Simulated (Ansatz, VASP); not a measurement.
**One calculation of InP, two programs**

The input INCAR:

```
SYSTEM = InP
PREC     = Accurate       ! precision mode
ENCUT    = 520            ! plane-wave cutoff, eV
EDIFF    = 1E-6           ! SCF threshold, eV
ISMEAR   = 0              ! smearing method
SIGMA    = 0.15           ! smearing width, eV
LREAL    = .FALSE.        ! projectors in reciprocal space
LASPH    = .TRUE.         ! aspherical terms in the spheres
NELM     = 80             ! most SCF steps
ALGO     = Normal         ! electronic algorithm
ISIF     = 2              ! what is computed and relaxed
LWAVE    = .FALSE.        ! write WAVECAR
LCHARG   = .FALSE.        ! write CHGCAR
GGA      = PS             ! functional
NBANDS   = 16             ! bands
```

Contents of KPOINTS:

```
Automatic mesh
0
G
  14 14 14
  0 0 0
```

The input POSCAR:

```
InP
1.0
    0.0000000000      2.8550000000      2.8550000000
    2.8550000000      0.0000000000      2.8550000000
    2.8550000000      2.8550000000      0.0000000000
In P
1 1
Direct
    0.0000000000      0.0000000000      0.0000000000
    0.4343257443      0.4343257443      0.5656742557
```

Input for Ansatz:

```yaml
crystal:
  lattice:
    - [0.0, 2.855, 2.855]
    - [2.855, 0.0, 2.855]
    - [2.855, 2.855, 0.0]
  atoms:
    - { symbol: In, position: [0.0, 0.0, 0.0] }
    - { symbol: P, position: [0.4343257443, 0.4343257443, 0.5656742557] }
basis:
  ecutwfc: 420
kpoints:
  mp_grid: { grid: [14, 14, 14] }
hamiltonian:
  xc: pbesol
scf:
  occupations: { method: gaussian, width: 0.15 }
output:
  forces: true
  stress: true
  eigenvalues: true
```

Change from the starting cell: all P atoms moved +0.375 Å, as atom 2 towards its neighbour atom 1 (In) at 2.855 Å.

Alike in both runs: task single point; functional PBEsol; k mesh 14 × 14 × 14; occupations gaussian, width 0.15 eV; no spin polarisation.

|  | VASP | Ansatz |
| --- | --- | --- |
| version | VASP 6.6.1 | Ansatz 0.2.0 |
| potentials or method | VASP PAW PBE potentials, release 64 (In_d, P), cutoff 520 eV | scalar-relativistic, plane waves, PAW |
| valence electrons in the cell | 18 | 18 |

VASP gave:

| Item | Value |
| --- | --- |
| gap on the k mesh at the Fermi level (eV) | none |
| pressure (GPa) | -5.1 |
| traceless stress, the component that is largest in VASP (GPa) | 8.06 |
| rms of the force components (eV/Å) | 0.535 |

Q: What did Ansatz give for the same quantities?

A: gap on the k mesh at the Fermi level (eV): none; pressure (GPa): -5.1; traceless stress, the component that is largest in VASP (GPa): 8.11; rms of the force components (eV/Å): 0.536.

VASP's potentials were made for PBE, not for PBEsol. Atom by atom the forces differ by 0.002 eV/Å (rms over components). A gap of «none» marks a metal or a gap that the smearing closes.
